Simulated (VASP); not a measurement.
# Sr (P6_3/mmc) in VASP: settings compared, part 3 of 3

VASP 6.6.1. The steps go on from the part before.

### Step 5. Single point, PBE

The input, INCAR:

```
SYSTEM = Sr
PREC = Accurate
ENCUT = 520
EDIFF = 1E-7
ISMEAR = 0
SIGMA = 0.1
LREAL = .False.
LASPH = .True.
NELM = 100
ALGO = Fast
ISIF = 2
LWAVE = .False.
LCHARG = .False.
GGA = PE
ISYM = 0
NBANDS = 17
```

The input, KPOINTS:

```
Automatic mesh
0
Gamma
  3 6 1
  0 0 0
```

The input, POSCAR:

```
Sr
1.0
    4.3100002207      0.0000000000      0.0000000000
   -2.1550001104      3.7325696814      0.0000000000
    0.0000000000      0.0000000000      7.0500000000
Sr
2
Direct
    0.3333333333      0.6666666667      0.2500000000
    0.6666666667      0.3333333333      0.7500000000
```

Potentials or basis: VASP PAW PBE potentials, release 64 (Sr_sv).

Run with:

```console
$ cat potpaw_PBE.64/Sr_sv/POTCAR > POTCAR
$ mpirun -np 1 vasp_std > vasp.out
```

OUTCAR:

```text
SYSTEM = Sr
   PREC = Accurate
   ENCUT = 520
   EDIFF = 1E-7
   ISMEAR = 0
   LREAL = .False.
   LASPH = .True.
   NELM = 100
   ISIF = 2
   GGA = PE
   ISYM = 0

 ion  position               nearest neighbor table
   1  0.333  0.667  0.250-   2 4.31   2 4.31   2 4.31   2 4.31   2 4.31   2 4.31
   2  0.667  0.333  0.750-   1 4.31   1 4.31   1 4.31   1 4.31   1 4.31   1 4.31

IMPORTANT INFORMATION: All symmetrisations will be switched off!
NOSYMM: (Re-)initialisation of all symmetry stuff for point group C_1.

----------------------------------------------------------------------------------------

                                     Primitive cell

  volume of cell :     113.4160

  direct lattice vectors                    reciprocal lattice vectors
     4.310000221  0.000000000  0.000000000     0.232018550  0.133955972  0.000000000
    -2.155000110  3.732569681  0.000000000     0.000000000  0.267911944  0.000000000
     0.000000000  0.000000000  7.050000000     0.000000000  0.000000000  0.141843972

  length of vectors
     4.310000221  4.310000221  7.050000000     0.267911944  0.267911944  0.141843972

  position of ions in fractional coordinates (direct lattice)
     0.333333333  0.666666667  0.250000000
     0.666666667  0.333333333  0.750000000

  ion indices of the primitive-cell ions
   primitive index   ion index
                 1           1
                 2           2

----------------------------------------------------------------------------------------

 KPOINTS: Automatic mesh

Automatic generation of k-mesh.
 Grid dimensions read from file:
 generate k-points for:    3    6    1

 Generating k-lattice:

  Cartesian coordinates                     Fractional coordinates (reciprocal lattice)
     0.077339517  0.044651991  0.000000000     0.333333333  0.000000000  0.000000000
     0.000000000  0.044651991  0.000000000     0.000000000  0.166666667  0.000000000
     0.000000000  0.000000000  0.141843972     0.000000000  0.000000000  1.000000000

  Length of vectors
     0.089303981  0.044651991  0.141843972

  Shift w.r.t. Gamma in fractional coordinates (k-lattice)
     0.000000000  0.000000000  0.000000000

 -----------------------------------------------------------------------------
|                                                                             |
|           W    W    AA    RRRRR   N    N  II  N    N   GGGG   !!!           |
|           W    W   A  A   R    R  NN   N  II  NN   N  G    G  !!!           |
|           W    W  A    A  R    R  N N  N  II  N N  N  G       !!!           |
|           W WW W  AAAAAA  RRRRR   N  N N  II  N  N N  G  GGG   !            |
|           WW  WW  A    A  R   R   N   NN  II  N   NN  G    G                |
|           W    W  A    A  R    R  N    N  II  N    N   GGGG   !!!           |
|                                                                             |
|     Your reciprocal lattice and k-lattice belong to different lattice       |
|     classes:                                                                |
|                                                                             |
|        The reciprocal lattice is hexagonal,                                 |
|        whereas your k-lattice is simple orthorhombic.                       |
|                                                                             |
|     Results are often still useful ...                                      |
|                                                                             |
 -----------------------------------------------------------------------------

 WARNING: IBZKPT: internal override: KBLOWUP is changed to .FALSE.
      ... skipping the blow-up phase ...

 Subroutine IBZKPT returns following result:
 ===========================================

 Found     10 irreducible k-points:

 Following reciprocal coordinates:
            Coordinates               Weight
  0.000000  0.000000  0.000000      1.000000
  0.333333 -0.000000  0.000000      2.000000
  0.000000  0.166667  0.000000      2.000000
  0.333333  0.166667  0.000000      2.000000
 -0.333333  0.166667  0.000000      2.000000
  0.000000  0.333333  0.000000      2.000000
  0.333333  0.333333  0.000000      2.000000
 -0.333333  0.333333  0.000000      2.000000
  0.000000  0.500000  0.000000      1.000000
  0.333333  0.500000  0.000000      2.000000
   k-points           NKPTS =     10   k-points in BZ     NKDIM =     10   number of bands    NBANDS=     17
   number of dos      NEDOS =    301   number of ions     NIONS =      2
   total plane-waves  NPLWV =  55296
   dimension x,y,z NGX =    32 NGY =   32 NGZ =   54
   dimension x,y,z NGXF=    64 NGYF=   64 NGZF=  108
   ions per type =               2
   NGX,Y,Z   is equivalent  to a cutoff of  12.34, 12.34, 12.73 a.u.
   NGXF,Y,Z  is equivalent  to a cutoff of  24.69, 24.69, 25.47 a.u.
 SYSTEM =  Sr
   PREC   = accura    normal or accurate (medium, high low for compatibility)
   ISTART =      0    job   : 0-new  1-cont  2-samecut
   ICHARG =      2    charge: 1-file 2-atom 10-const
   ISPIN  =      1    spin polarized calculation?
   LNONCOLLINEAR =      F non collinear calculations
   LSORBIT =      F    spin-orbit coupling
   LASPH  =      T    aspherical Exc in radial PAW
   ENCUT  =  520.0 eV  38.22 Ry    6.18 a.u.   8.01  8.01 13.11*2*pi/ulx,y,z
   NELM   =    100;   NELMIN=  2; NELMDL= -5     # of ELM steps
   EDIFF  = 0.1E-06   stopping-criterion for ELM
   LREAL  =      F    real-space projection
   EDIFFG = 0.1E-05   stopping-criterion for IOM
   NSW    =      0    number of steps for IOM
   IBRION =     -1    ionic relax: 0-MD 1-quasi-New 2-CG
   NFREE  =      0    steps in history (QN), initial steepest desc. (CG)
   ISIF   =      2    stress and relaxation
   ISYM   =      0    0-nonsym 1-usesym 2-fastsym
   POTIM  = 0.5000    time-step for ionic-motion
   TEBEG  =    0.0;   TEEND  =   0.0 temperature during run
   PSTRESS=    0.0 pullay stress
   NELECT =      20.0000    total number of electrons
   NUPDOWN=      -1.0000    fix difference up-down
   EMIN   =  10.00;   EMAX   =-10.00  energy-range for DOS
   EFERMI =   0.00;   METHOD = LEGACY
   ISMEAR =     0;   SIGMA  =   0.10  broadening in eV -4-tet -1-fermi 0-gaus
   EFERMI_NEDOS =   21; number of points for ismear=-14 and -15
   IALGO  =     68    algorithm
   IMIX   =      4    mixing-type and parameters
     AMIX     =   0.40;   BMIX     =  1.00
     AMIX_MAG =   1.60;   BMIX_MAG =  1.00
  volume/ion in A,a.u.               =      56.71       382.68
  Fermi-wavevector in a.u.,A,eV,Ry     =   0.918037  1.734838 11.466873  0.842791
  Thomas-Fermi vector in A             =   2.043073
   LORBIT       =      0    0 simple, 1 ext, 2 COOP (PROOUT), +10 PAW based schemes
   GGA     = PE    functional components
   LHFCALC =     F    Hartree Fock is set to
   AEXX    =    0.0000 exact exchange contribution
   IVDW    =     0    specifies the selected vdW correction
   LEPSILON=     F    determine dielectric tensor
   LRPA    =     F    only Hartree local field effects (RPA)
 non-spin polarized calculation
 RMM-DIIS sequential band-by-band and
 Gauss-broadening in eV      SIGMA  =   0.10
  energy-cutoff  :      520.00
  volume of cell :      113.42
 maximum number of plane-waves:      3064
   NGX = 17   NGY = 17   NGZ = 27

 number of electron      20.0000000 magnetization

 Free energy of the ion-electron system (eV)
  ---------------------------------------------------
  ext. energy  EPLUGINS =         0.00000000
  ---------------------------------------------------
  free energy    TOTEN  =        -2.73039140 eV

  energy without entropy =       -2.66326279  energy(sigma->0) =       -2.69682710

 E-fermi :   1.4962     XC(G=0):  -7.2475

 val. band max:        1.4883392076   @ k =   0.3333   0.1667   0.0000
 cond. band min:       1.5038237165   @ k =   0.0000   0.0000   0.0000
 fundamental gap:      0.0154845089
 Fermi energy:         1.4961680607

 k-point     1 :       0.0000    0.0000    0.0000
  band No.  band energies     occupation
      1     -35.1350      2.00000
      2     -35.1230      2.00000
      3     -17.2232      2.00000
      4     -17.0514      2.00000
      5     -17.0484      2.00000
      6     -17.0459      2.00000
[... 177 lines left out ...]
      4     -17.1464      2.00000
      5     -17.1446      2.00000
      6     -17.1013      2.00000
[... 9 lines left out ...]
     16       5.0634      0.00000
     17       5.3847      0.00000

------------------------ aborting loop because EDIFF is reached ----------------------------------------

  FORCE on cell =-STRESS in cart. coord.  units (eV):
  Direction    XX          YY          ZZ          XY          YZ          ZX
  --------------------------------------------------------------------------------------
  -------------------------------------------------------------------------------------
  Total        0.5199341      0.3524903     -0.9006255     -0.0000037     -0.0000043      0.0000025
  in kB        7.3448772      4.9794736    -12.7227356     -0.0000521     -0.0000603      0.0000353
  external PRESSURE =      -0.1327949 kB  Pullay stress =       0.0000000 kB

 VOLUME and BASIS-vectors are now :
 -----------------------------------------------------------------------------
  energy-cutoff  :      520.00
  volume of cell :      113.42
      direct lattice vectors                 reciprocal lattice vectors
     4.310000221  0.000000000  0.000000000     0.232018550  0.133955972  0.000000000
    -2.155000110  3.732569681  0.000000000     0.000000000  0.267911944  0.000000000
     0.000000000  0.000000000  7.050000000     0.000000000  0.000000000  0.141843972

 POSITION                                       TOTAL-FORCE (eV/Angst)
 -----------------------------------------------------------------------------------
     -0.00000      2.48838      1.76250        -0.000002      0.014024     -0.000001
      2.15500      1.24419      5.28750         0.000002     -0.014024      0.000001
 -----------------------------------------------------------------------------------
    total drift:                                0.000006      0.000002     -0.000004

  FREE ENERGIE OF THE ION-ELECTRON SYSTEM (eV)
  ---------------------------------------------------
  free  energy   TOTEN  =        -2.7303914009 eV

  energy  without entropy=       -2.6632627897  energy(sigma->0) =       -2.69682710
```

OSZICAR:

```text
N       E                     dE             d eps       ncg     rms          rms(c)
DAV:   1     0.104486503645E+03    0.10449E+03   -0.91641E+03   340   0.981E+02
DAV:   2     0.610706061328E+01   -0.98379E+02   -0.96978E+02   438   0.224E+02
DAV:   3    -0.220039023059E+01   -0.83075E+01   -0.82488E+01   585   0.466E+01
DAV:   4    -0.271085218590E+01   -0.51046E+00   -0.51015E+00   512   0.747E+00
DAV:   5    -0.271553721376E+01   -0.46850E-02   -0.46840E-02   543   0.802E-01    0.182E+01
RMM:   6    -0.272296464489E+01   -0.74274E-02   -0.19347E-02   369   0.142E+00    0.104E+01
RMM:   7    -0.273007308972E+01   -0.71084E-02   -0.35883E-02   379   0.205E+00    0.535E-01
RMM:   8    -0.273017453573E+01   -0.10145E-03   -0.49124E-03   442   0.497E-01    0.155E-01
RMM:   9    -0.273033516059E+01   -0.16062E-03   -0.11701E-03   504   0.143E-01    0.602E-02
RMM:  10    -0.273037257205E+01   -0.37411E-04   -0.18636E-04   537   0.481E-02    0.398E-02
RMM:  11    -0.273038731828E+01   -0.14746E-04   -0.45241E-05   546   0.300E-02    0.436E-02
RMM:  12    -0.273039048957E+01   -0.31713E-05   -0.12429E-05   538   0.146E-02    0.164E-03
RMM:  13    -0.273039080524E+01   -0.31567E-06   -0.55211E-06   499   0.610E-03    0.327E-03
RMM:  14    -0.273039109836E+01   -0.29312E-06   -0.15382E-06   445   0.366E-03    0.639E-04
RMM:  15    -0.273039121174E+01   -0.11338E-06   -0.95630E-07   402   0.250E-03    0.135E-03
RMM:  16    -0.273039136426E+01   -0.15252E-06   -0.39768E-07   339   0.157E-03    0.587E-04
RMM:  17    -0.273039140091E+01   -0.36646E-07   -0.21742E-07   287   0.111E-03
   1 F= -.27303914E+01 E0= -.26968271E+01  d E =-.671286E-01
```

stdout:

```text
POSCAR found type information on POSCAR Sr
 POSCAR found :  1 types and       2 ions
 scaLAPACK will be used
 LDA part: xc-table for (Slater+PW92), standard interpolation
 -----------------------------------------------------------------------------
|                                                                             |
[... 18 lines left out ...]
 FFT: planning ... GRIDC
 FFT: planning ... GRID_SOFT
 FFT: planning ... GRID
 WAVECAR not read
 entering main loop
 num prob WARNING in EDDRMM: call to ZHEGV failed, returncode =   6  3     15
WARNING in EDDRMM: call to ZHEGV failed, returncode =   8  4     12
 num prob  num prob  num prob RMM:  16    -0.273039136426E+01   -0.15252E-06   -0.39768E-07   339   0.157E-03    0.587E-04
 num prob RMM:  17    -0.273039140091E+01   -0.36646E-07   -0.21742E-07   287   0.111E-03
```

It took 26 s on 1 thread of Intel Xeon 8259CL, shared host; peak memory 0.22 GiB.

What came out:

```yaml
Free_energy: -2.7304 eV
Pressure: 0.0 GPa
Largest_force: 0.014 eV/Å
Band_gap_on_the_k_mesh: zero (bands 10 and 11 overlap by 0.15 eV)
```

Forces in eV/Å, atoms in the order of the input:
```
Sr   0.000  0.014  0.000
Sr   0.000 -0.014  0.000
```

Caveat: the k points lie up to 0.89 Å⁻¹ apart.

### Step 6. Single point, PBE

The input, INCAR:

```
ALGO = Normal
EDIFF = 1E-7
ENCUT = 520
GGA = PE
ISIF = 2
ISMEAR = 0
LASPH = True
LCHARG = False
LREAL = False
LWAVE = False
NBANDS = 17
NELM = 60
PREC = Accurate
SIGMA = 0.1
```

The input, KPOINTS:

```
k-points
0
Gamma
  6 6 2
```

POSCAR is that of step 5.

Potentials or basis: VASP PAW PBE potentials, release 64 (Sr_sv).

Run with:

```console
$ cat potpaw_PBE.64/Sr_sv/POTCAR > POTCAR
$ mpirun -np 1 vasp_std > vasp.out
```

It took 28 s on 1 thread of Intel Xeon 8259CL, shared host; peak memory 0.22 GiB.

Results (log left out):

```yaml
Free_energy: -3.1948 eV
Pressure: -0.2 GPa
Band_gap_on_the_k_mesh: zero (bands 10 and 11 overlap by 0.24 eV)
```

Stress tensor (GPa, compression positive):
```
-0.24  0.00  0.00
 0.00 -0.24  0.00
 0.00  0.00 -0.07
```

Levels at points of the mesh, in eV from the Fermi level:
```tsv
k point	band 7	band 8	band 9	band 10	band 11	band 12	band 13	band 14
(0.00, 0.00, 0.00)	-18.58	-18.58	-3.62	-1.13	0.00	2.25	2.26	2.26
(0.50, 0.00, 0.00)	-18.62	-18.60	-1.13	-0.57	0.08	0.24	1.26	1.82
(0.00, 0.00, 0.50)	-18.59	-18.59	-2.71	-2.71	1.24	1.24	2.26	2.26
(0.50, 0.00, 0.50)	-18.62	-18.62	-0.80	-0.80	0.20	0.20	1.30	1.30
```

Caveat: the k points lie up to 0.45 Å⁻¹ apart.

### Step 7. The runs side by side

```csv
level,potentials or basis,k mesh,cutoff (eV),gap on the mesh (eV),pressure (GPa)
PBEsol,"VASP PAW PBE potentials, release 64 (Sr_sv)",6 × 6 × 2,500,none,-0.8
LDA,"VASP PAW LDA potentials, release 64 (Sr_sv)",5 × 5 × 3,520,none,-1.6
PBE,"VASP PAW PBE potentials, release 64 (Sr_sv)",3 × 6 × 1,520,none,0.0
PBE,"VASP PAW PBE potentials, release 64 (Sr_sv)",6 × 6 × 2,520,none,-0.2
```

Alike in all rows: task single point; no spin polarisation; cell as given; smearing gaussian 0.1 eV.

Caveats: some runs use coarse meshes; the PAW data sets were made with another functional, which shifts forces and pressure a little (at least some runs).

Total energies depend on the potentials used, so only differences within one code and one set of settings carry meaning.
